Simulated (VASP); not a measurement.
A run of VASP 6.6.1 is set up as follows.

INCAR

```
SYSTEM = C
PREC = Accurate
ENCUT = 520
EDIFF = 1E-6
ISMEAR = 1
SIGMA = 0.1
LREAL = .False.
LASPH = .True.
NELM = 80
ALGO = Normal
ISIF = 2
LWAVE = .False.
LCHARG = .False.
GGA = PE
NBANDS = 11
```

File KPOINTS:

```
Automatic mesh
0
Gamma
  10 10 10
  0 0 0
```

The input POSCAR:

```
C
1.0
    0.0000000000      1.8068380860      1.8068380860
    1.8068380860      0.0000000000      1.8068380860
    1.8068380860      1.8068380860      0.0000000000
C
2
Direct
    0.0000000000      0.0000000000      0.0000000000
    0.2500000000      0.2500000000      0.2500000000
```

Potentials or basis: VASP PAW PBE potentials, release 64 (C).

Launch:

```sh
$ cat potpaw_PBE.64/C/POTCAR > POTCAR
$ mpirun -np 1 vasp_std > vasp.out
```

What does it give for the pressure?

-13.7 GPa.

Predict the band gap on the k mesh.

4.09 eV, indirect (least direct gap 5.48 eV).

A k mesh can miss the band edges. Expect the measured gap to be larger: semilocal functionals such as PBE lack the derivative discontinuity.
